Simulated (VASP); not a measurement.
Set up this calculation in VASP 6.6.1, as the native input.

```
Task                   : single point
Functional             : PBE
Potentials or basis    : VASP PAW PBE potentials, release 64 (Pt, Fe)
Cutoff                 : 520 eV
k mesh                 : 8 × 8 × 6
Occupations            : fermi-dirac, width 0.05 eV
Spin                   : collinear spin, ferromagnetic start
Starting moments       : [0.0, 2.2] μB
Fixed moment           : 2.2 μB
Dipole correction      : no
Further INCAR settings : ALGO = Normal; EDIFF = 1e-07; NBANDS = 20
```

The structure of FePt (Tetraferroplatinum) lies in POSCAR:

```
FePt
1.0
    2.7235000000      0.0000000000      0.0000000000
    0.0000000000      2.7235000000      0.0000000000
    0.0000000000      0.0000000000      3.7200000000
Pt Fe
1 1
Direct
    0.5000000000      0.5000000000      0.5000000000
    0.0000000000      0.0000000000      0.0000000000
```

The input as run:

INCAR

```
SYSTEM = FePt
PREC = Accurate
ENCUT = 520
EDIFF = 1E-7
ISMEAR = -1
SIGMA = 0.05
LREAL = .FALSE.
LASPH = .TRUE.
NELM = 150
ALGO = Normal
ISIF = 2
LWAVE = .FALSE.
LCHARG = .FALSE.
ISPIN = 2
MAGMOM = 0 2.2
LORBIT = 11
NUPDOWN = 2.2
LMAXMIX = 4
GGA = PE
NBANDS = 20
```

KPOINTS

```
Automatic mesh
0
G
  8 8 6
  0 0 0
```

Potentials or basis: VASP PAW PBE potentials, release 64 (Pt, Fe).

Run with:

```sh
$ cat potpaw_PBE.64/Pt/POTCAR potpaw_PBE.64/Fe/POTCAR > POTCAR
$ mpirun -np 1 vasp_std > vasp.out
```

It gave:

```yaml
Pressure: -4.5 GPa
Net_moment: 2.20 μB per cell
Site_moments: Pt +0.03; Fe +2.17 μB
Valence_electrons_inside_the_program's_atomic_spheres: Pt 9.38; Fe 7.03
```

Caveat: the total moment is fixed, so each spin has its own Fermi level.

Wall time 86 s on 1 thread of Intel(R) Xeon(R) Platinum 8175M CPU @ 2.50GHz (Skylake/Cascade Lake), with other jobs on the host, peak memory 0.18 GiB.
